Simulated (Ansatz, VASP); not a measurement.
**Bi: VASP beside Ansatz**

The input INCAR:

```
PREC = Accurate
ENCUT = 450
EDIFF = 1E-7
ISMEAR = 0
SIGMA = 0.05
LREAL = F
LASPH = T
NELM = 120
ALGO = Normal
ISIF = 2
LWAVE = F
LCHARG = F
LDIPOL = T
IDIPOL = 3
DIPOL = 0.5 0.5 0.500
GGA = PE
IVDW = 12
IBRION = 2
NSW = 60
EDIFFG = -0.04
GGA_COMPAT = F
NELMIN = 4
NELMDL = -8
```

The input KPOINTS:

```
regular mesh
0
Gamma
  9 9 1
```

Contents of POSCAR:

```
Bi
1.0
    4.2791868755      0.0000000000      0.0000000000
   -2.1395934377      3.7058845417      0.0000000000
    0.0000000000      0.0000000000     18.7482332286
Bi
2
Direct
    0.3333333333      0.6666666667      0.5466239460
    0.6666666667      0.3333333333      0.4533760540
```

Input for Ansatz:

```yaml
crystal:
  lattice:
    - [4.2791868755, 0.0, 0.0]
    - [-2.1395934377, 3.7058845417, 0.0]
    - [0.0, 0.0, 18.7482332286]
  atoms:
    - { symbol: Bi, position: [0.3333333333, 0.6666666667, 0.546623946] }
    - { symbol: Bi, position: [0.6666666667, 0.3333333333, 0.453376054] }
basis:
  ecutwfc: 420.0
  fft_grid_basis: typed
kpoints:
  mp_grid: { grid: [9, 9, 1] }
hamiltonian:
  xc: pbe
  dispersion: d3bj
  pseudopotentials: { kind: paw }
scf:
  occupations: { method: gaussian, width: 0.05 }
output:
  forces: true
  eigenvalues: true
efield:
  axis: 3
  dipole_correction: true
  ramp_width: 0.04
relax:
  adjacent_minimum: "off"
  f_tol: 0.04
  max_steps: 40
```

Alike in both runs: task relaxation of the atoms; functional PBE; dispersion D3(BJ); k mesh 9 × 9 × 1; occupations gaussian, width 0.05 eV; no spin polarisation.

|  | VASP | Ansatz |
| --- | --- | --- |
| version | VASP 6.6.1 | Ansatz 0.2.0 |
| potentials or method | VASP PAW PBE potentials, release 64 (Bi_d), cutoff 450 eV | scalar-relativistic, plane waves, PAW |
| valence electrons in the cell | 30 | 30 |

|  | VASP | Ansatz | Ansatz less VASP |
| --- | --- | --- | --- |
| gap on the k mesh at the Fermi level, each at its own relaxed structure (eV) | 0.57 | 0.58 | +0.014 |

Spin-orbit coupling is off throughout. Noted on VASP's run: the relaxation stopped at its first step, so nothing moved.
